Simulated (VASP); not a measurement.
# SnSe (Fm-3m) in VASP: elastic constants with PBE+D3(BJ)

Aim: the elastic constants of SnSe with PBE+D3(BJ).

All numbers are computed with VASP 6.6.1; they aren't measurements. Logs are shortened: lines on timing, memory, paths and dates and some standing lists are left out, and cuts for length are marked.

### 1 The cell of the first run

It takes space group Fm-3m (No. 225, cubic). The conventional cell has a = 5.977 Å, b = 5.977 Å, c = 5.977 Å, α = 90.00°, β = 90.00°, γ = 90.00°. Within 3.9 Å of Sn (site symmetry m-3m) lie 6 Se at 2.99 Å. Se (site symmetry m-3m) has 6 Sn at 2.99 Å within 3.9 Å.

### 2 Elastic constants, PBE+D3(BJ)

Contents of INCAR:

```
PREC = Accurate ; ENCUT = 600
EDIFF = 1E-8 ; ISMEAR = 0
SIGMA = 0.01 ; LREAL = F
LASPH = T ; NELM = 100
ALGO = Normal ; ISIF = 3
LWAVE = F ; LCHARG = F
GGA = PE ; IVDW = 12
IBRION = 6 ; NFREE = 2
POTIM = 0.015 ; NSW = 1
```

Contents of KPOINTS:

```
Automatic mesh
0
Gamma
  10 10 10
```

Contents of POSCAR:

```
SnSe
1.0
    0.0000000000      2.9882565624      2.9882565624
    2.9882565624      0.0000000000      2.9882565624
    2.9882565624      2.9882565624      0.0000000000
Sn Se
1 1
Direct
    0.0000000000      0.0000000000      0.0000000000
    0.5000000000      0.5000000000      0.5000000000
```

Potentials or basis: VASP PAW PBE potentials, release 64 (Sn_d, Se).

The run is started by

```bash
> cat potpaw_PBE.64/Sn_d/POTCAR potpaw_PBE.64/Se/POTCAR > POTCAR
> mpirun -np 1 vasp_std > vasp.out
```

OUTCAR:

```text
PREC = Accurate
   ENCUT = 600
   EDIFF = 1E-8
   ISMEAR = 0
   LREAL = F
   LASPH = T
   NELM = 100
   ISIF = 3
   GGA = PE
   IVDW = 12
   IBRION = 6
   NFREE = 2
   POTIM = 0.015
   NSW = 1
 IVDW          = 12

 ion  position               nearest neighbor table
   1  0.000  0.000  0.000-   2 2.99   2 2.99   2 2.99   2 2.99   2 2.99   2 2.99
   2  0.500  0.500  0.500-   1 2.99   1 2.99   1 2.99   1 2.99   1 2.99   1 2.99

  LATTYP: Found a face centered cubic cell.
 ALAT       =     5.9765131248

  Lattice vectors:

 A1 = (   0.0000000000,   2.9882565624,   2.9882565624)
 A2 = (   2.9882565624,   0.0000000000,   2.9882565624)
 A3 = (   2.9882565624,   2.9882565624,   0.0000000000)

Analysis of symmetry for initial positions (statically):
=====================================================================
 Subroutine PRICEL returns:
 Original cell was already a primitive cell.

 Routine SETGRP: Setting up the symmetry group for a
 face centered cubic supercell.

 Subroutine GETGRP returns: Found 48 space group operations
 (whereof 48 operations were pure point group operations)
 out of a pool of 48 trial point group operations.

The static configuration has the point symmetry O_h .

Analysis of symmetry for dynamics (positions and initial velocities):
=====================================================================
 Subroutine PRICEL returns:
 Original cell was already a primitive cell.

 Routine SETGRP: Setting up the symmetry group for a
 face centered cubic supercell.

 Subroutine GETGRP returns: Found 48 space group operations
 (whereof 48 operations were pure point group operations)
 out of a pool of 48 trial point group operations.

The dynamic configuration has the point symmetry O_h .

 Subroutine INISYM returns: Found 48 space group operations
 (whereof 48 operations are pure point group operations),
 and found     1 'primitive' translations

----------------------------------------------------------------------------------------

                                     Primitive cell

  volume of cell :      53.3683

  direct lattice vectors                    reciprocal lattice vectors
     0.000000000  2.988256562  2.988256562    -0.167321644  0.167321644  0.167321644
     2.988256562  0.000000000  2.988256562     0.167321644 -0.167321644  0.167321644
     2.988256562  2.988256562  0.000000000     0.167321644  0.167321644 -0.167321644

  length of vectors
     4.226032958  4.226032958  4.226032958     0.289809588  0.289809588  0.289809588

  position of ions in fractional coordinates (direct lattice)
     0.000000000  0.000000000  0.000000000
     0.500000000  0.500000000  0.500000000

  ion indices of the primitive-cell ions
   primitive index   ion index
                 1           1
                 2           2

----------------------------------------------------------------------------------------

 KPOINTS: Automatic mesh

Automatic generation of k-mesh.
 Grid dimensions read from file:
 generate k-points for:   10   10   10

 Generating k-lattice:

  Cartesian coordinates                     Fractional coordinates (reciprocal lattice)
    -0.016732164  0.016732164  0.016732164     0.100000000  0.000000000  0.000000000
     0.016732164 -0.016732164  0.016732164     0.000000000  0.100000000  0.000000000
     0.016732164  0.016732164 -0.016732164     0.000000000  0.000000000  0.100000000

  Length of vectors
     0.028980959  0.028980959  0.028980959

  Shift w.r.t. Gamma in fractional coordinates (k-lattice)
     0.000000000  0.000000000  0.000000000

 Subroutine IBZKPT returns following result:
 ===========================================

 Found     47 irreducible k-points:

 Following reciprocal coordinates:
            Coordinates               Weight
  0.000000  0.000000  0.000000      1.000000
  0.100000  0.000000  0.000000      8.000000
  0.200000  0.000000  0.000000      8.000000
  0.300000  0.000000  0.000000      8.000000
  0.400000  0.000000  0.000000      8.000000
  0.500000  0.000000  0.000000      4.000000
[... 16 lines left out ...]
  0.300000  0.300000  0.000000      6.000000
  0.400000  0.300000  0.000000     24.000000
 [... further k-points ...]
   k-points           NKPTS =     47   k-points in BZ     NKDIM =     47   number of bands    NBANDS=     14
   number of dos      NEDOS =    301   number of ions     NIONS =      2
   total plane-waves  NPLWV =  46656
   dimension x,y,z NGX =    36 NGY =   36 NGZ =   36
   dimension x,y,z NGXF=    72 NGYF=   72 NGZF=   72
   ions per type =               1   1
   NGX,Y,Z   is equivalent  to a cutoff of  14.16, 14.16, 14.16 a.u.
   NGXF,Y,Z  is equivalent  to a cutoff of  28.32, 28.32, 28.32 a.u.
 SYSTEM =  unknown system
   PREC   = accura    normal or accurate (medium, high low for compatibility)
   ISTART =      0    job   : 0-new  1-cont  2-samecut
   ICHARG =      2    charge: 1-file 2-atom 10-const
   ISPIN  =      1    spin polarized calculation?
   LNONCOLLINEAR =      F non collinear calculations
   LSORBIT =      F    spin-orbit coupling
   LASPH  =      T    aspherical Exc in radial PAW
   ENCUT  =  600.0 eV  44.10 Ry    6.64 a.u.   8.44  8.44  8.44*2*pi/ulx,y,z
   NELM   =    100;   NELMIN=  2; NELMDL= -5     # of ELM steps
   EDIFF  = 0.1E-07   stopping-criterion for ELM
   LREAL  =      F    real-space projection
   EDIFFG = 0.1E-06   stopping-criterion for IOM
   NSW    =     61    number of steps for IOM
   IBRION =      6    ionic relax: 0-MD 1-quasi-New 2-CG
   NFREE  =      2    steps in history (QN), initial steepest desc. (CG)
   ISIF   =      3    stress and relaxation
   ISYM   =      2    0-nonsym 1-usesym 2-fastsym
   POTIM  = 0.0150    time-step for ionic-motion
   TEBEG  =    0.0;   TEEND  =   0.0 temperature during run
   PSTRESS=    0.0 pullay stress
   NELECT =      20.0000    total number of electrons
   NUPDOWN=      -1.0000    fix difference up-down
   EMIN   =  10.00;   EMAX   =-10.00  energy-range for DOS
   EFERMI =   0.00;   METHOD = LEGACY
   ISMEAR =     0;   SIGMA  =   0.01  broadening in eV -4-tet -1-fermi 0-gaus
   EFERMI_NEDOS =   21; number of points for ismear=-14 and -15
   IALGO  =     38    algorithm
   IMIX   =      4    mixing-type and parameters
     AMIX     =   0.40;   BMIX     =  1.00
     AMIX_MAG =   1.60;   BMIX_MAG =  1.00
  volume/ion in A,a.u.               =      26.68       180.07
  Fermi-wavevector in a.u.,A,eV,Ry     =   1.180294  2.230433 18.954201  1.393094
  Thomas-Fermi vector in A             =   2.316589
   LORBIT       =      0    0 simple, 1 ext, 2 COOP (PROOUT), +10 PAW based schemes
   GGA     = PE    functional components
   LHFCALC =     F    Hartree Fock is set to
   AEXX    =    0.0000 exact exchange contribution
   IVDW    =    12    specifies the selected vdW correction
   LEPSILON=     F    determine dielectric tensor
   LRPA    =     F    only Hartree local field effects (RPA)
 finite differences with symmetry
 non-spin polarized calculation
 Gauss-broadening in eV      SIGMA  =   0.01
  energy-cutoff  :      600.00
  volume of cell :       53.37
 maximum number of plane-waves:      1807
 NGX is ok and might be reduce to    36
   NGX = 17   NGY = 17   NGZ = 17

--------------------------------------- Ionic step        1  -------------------------------------------

 number of electron      19.9999998 magnetization

 Free energy of the ion-electron system (eV)
  ---------------------------------------------------
  ext. energy  EPLUGINS =         0.00000000
  ---------------------------------------------------
  free energy    TOTEN  =        -8.20108714 eV

  energy without entropy =       -8.20108714  energy(sigma->0) =       -8.20108714

------------------------ aborting loop because EDIFF is reached ----------------------------------------

 Edisp (eV)   -0.72259

 E8    (eV) :    -0.3256
[... 105 lines left out ...]
  FREE ENERGIE OF THE ION-ELECTRON SYSTEM (eV)
  ---------------------------------------------------
  free  energy   TOTEN  =        -8.9177659690 eV

  energy  without entropy=       -8.9177659690  energy(sigma->0) =       -8.91776597

[... ionic steps 4 to 14 ...]

--------------------------------------- Ionic step       15  -------------------------------------------

 number of electron      19.9999999 magnetization

------------------------ aborting loop because EDIFF is reached ----------------------------------------
[... 75 lines left out ...]
--------------------------------------- Ionic step       17  -------------------------------------------

 number of electron      19.9999998 magnetization

 Free energy of the ion-electron system (eV)
  ---------------------------------------------------
  ext. energy  EPLUGINS =         0.00000000
  ---------------------------------------------------
  free energy    TOTEN  =        -8.20105170 eV

  energy without entropy =       -8.20105170  energy(sigma->0) =       -8.20105170

 E-fermi :   5.8969     XC(G=0):  -9.6966

 val. band max:        5.8145311931   @ k =   0.5000   0.0000   0.0000
 cond. band min:       6.3351594252   @ k =   0.0000  -0.4000   0.1000
 fundamental gap:      0.5206282321
 Fermi energy:         5.8969191028

 k-point     1 :       0.0000    0.0000    0.0000
  band No.  band energies     occupation
      1     -15.7671      2.00000
      2     -15.7671      2.00000
      3     -15.7671      2.00000
      4     -15.7657      2.00000
      5     -15.7657      2.00000
      6      -8.1807      2.00000
      7       0.8393      2.00000
      8       3.5819      2.00000
      9       3.5827      2.00000
     10       3.5827      2.00000
     11      10.2303      0.00000
     12      10.2303      0.00000
     13      10.2329      0.00000
     14      11.6724      0.00000
[... 377 lines left out ...]
      1     -15.7880      2.00000
      2     -15.7716      2.00000
      3     -15.7606      2.00000
      4     -15.7525      2.00000
      5     -15.7516      2.00000
      6      -7.2013      2.00000
      7      -0.9823      2.00000
      8       1.9786      2.00000
      9       2.4331      2.00000
     10       2.8203      2.00000
     11       9.2371      0.00000
     12       9.7719      0.00000
     13      10.4272      0.00000
     14      10.8238      0.00000

 [... further k-points ...]

------------------------ aborting loop because EDIFF is reached ----------------------------------------

 Edisp (eV)   -0.72259

 E8    (eV) :    -0.3256
[... 25 lines left out ...]
  FREE ENERGIE OF THE ION-ELECTRON SYSTEM (eV)
  ---------------------------------------------------
  free  energy   TOTEN  =        -8.9236403584 eV

  energy  without entropy=       -8.9236403584  energy(sigma->0) =       -8.92364036

 INTERNAL STRAIN TENSORS FROM STRAINED CELLS
 ============================================

 INTERNAL STRAIN TENSOR FOR ION    1 for displacements in x,y,z  (eV/Angst):
          X           Y           Z          XY          YZ          ZX
  --------------------------------------------------------------------------------
  x     0.00000    -0.00000    -0.00000     0.00000     0.00000     0.00000
  y    -0.00000     0.00000     0.00000    -0.00000    -0.00000     0.00000
  z    -0.00000     0.00000     0.00000     0.00000     0.00000     0.00000

 INTERNAL STRAIN TENSORS FROM DISPLACED ATOMS
 ============================================

 INTERNAL STRAIN TENSOR FOR ION    1 for displacements in x,y,z  (eV/Angst):
          X           Y           Z          XY          YZ          ZX
  --------------------------------------------------------------------------------
  x     0.00000     0.00000     0.00000     0.00000     0.00000     0.00000
  y     0.00000     0.00000     0.00000     0.00000     0.00000     0.00000
  z     0.00000     0.00000     0.00000     0.00000     0.00000     0.00000

 INTERNAL STRAIN TENSOR FOR ION    2 for displacements in x,y,z  (eV/Angst):
          X           Y           Z          XY          YZ          ZX
  --------------------------------------------------------------------------------
  x     0.00000     0.00000     0.00000     0.00000     0.00000     0.00000
  y     0.00000     0.00000     0.00000     0.00000     0.00000     0.00000
  z     0.00000     0.00000     0.00000     0.00000     0.00000     0.00000

 Eigenvectors and eigenvalues of the dynamical matrix
 ----------------------------------------------------

   1 f  =    1.257178 THz     7.899081 2PiTHz   41.934939 cm-1     5.199267 meV
             X         Y         Z           dx          dy          dz
      0.000000  0.000000  0.000000    -0.627524   -0.000000    0.000000
      2.988257  2.988257  2.988257     0.778597   -0.000000    0.000000
[... 21 lines left out ...]
   6 f/i=    0.007283 THz     0.045758 2PiTHz    0.242921 cm-1     0.030118 meV
             X         Y         Z           dx          dy          dz
      0.000000  0.000000  0.000000     0.760944    0.153393   -0.060404
      2.988257  2.988257  2.988257     0.613296    0.123630   -0.048684

--------------------------------------------------------------------------------------------------------

 ELASTIC MODULI CONTR FROM IONIC RELAXATION (kBar)
 Direction    XX          YY          ZZ          XY          YZ          ZX
 --------------------------------------------------------------------------------
 XX           0.0000      0.0000      0.0000      0.0000      0.0000      0.0000
 YY           0.0000      0.0000      0.0000      0.0000      0.0000      0.0000
 ZZ           0.0000      0.0000      0.0000      0.0000      0.0000      0.0000
 XY           0.0000      0.0000      0.0000      0.0000      0.0000      0.0000
 YZ           0.0000      0.0000      0.0000      0.0000      0.0000      0.0000
 ZX           0.0000      0.0000      0.0000      0.0000      0.0000      0.0000
 --------------------------------------------------------------------------------

 TOTAL ELASTIC MODULI (kBar)
 Direction    XX          YY          ZZ          XY          YZ          ZX
 --------------------------------------------------------------------------------
 XX        1442.4740     88.9593     88.9593      0.0000     -0.0000      0.0000
 YY          88.9593   1442.4740     88.9593      0.0000      0.0000      0.0000
 ZZ          88.9593     88.9593   1442.4740     -0.0000      0.0000      0.0000
 XY           0.0000      0.0000     -0.0000    182.0645      0.0000      0.0000
 YZ          -0.0000      0.0000      0.0000      0.0000    182.0645      0.0000
 ZX           0.0000      0.0000      0.0000      0.0000      0.0000    182.0645
 --------------------------------------------------------------------------------
```

Wall time 36 min (1 thread of Intel Xeon Platinum 8259CL at 2.50GHz (Skylake/Cascade Lake), shared host); peak memory 0.57 GiB.

Results:

| Property | Result |
| --- | --- |
| Elastic constants C11, C12, C44 | 144, 9, 18 GPa |
| Voigt bulk modulus | 54 GPa |
| Highest phonon frequency at Γ, LO-TO splitting left out | 42 cm⁻¹ |
| Dispersion energy per atom | -0.361 eV |

Phonon frequencies in cm⁻¹ (negative: imaginary):
```tsv
q point	frequencies
(0.000, 0.000, 0.000)	0 0 0 42 42 42
```

Elastic tensor in Voigt notation (GPa, in the Cartesian axes of the cell as first typed):
```
144   9   9   0   0   0
  9 144   9   0   0   0
  9   9 144   0   0   0
  0   0   0  18   0   0
  0   0   0   0  18   0
  0   0   0   0   0  18
```

Clamped-ion elastic tensor (GPa):
```
144   9   9   0   0   0
  9 144   9   0   0   0
  9   9 144   0   0   0
  0   0   0  18   0   0
  0   0   0   0  18   0
  0   0   0   0   0  18
```

Caveat: spin-orbit coupling is left out, which moves the levels of the heavy elements.
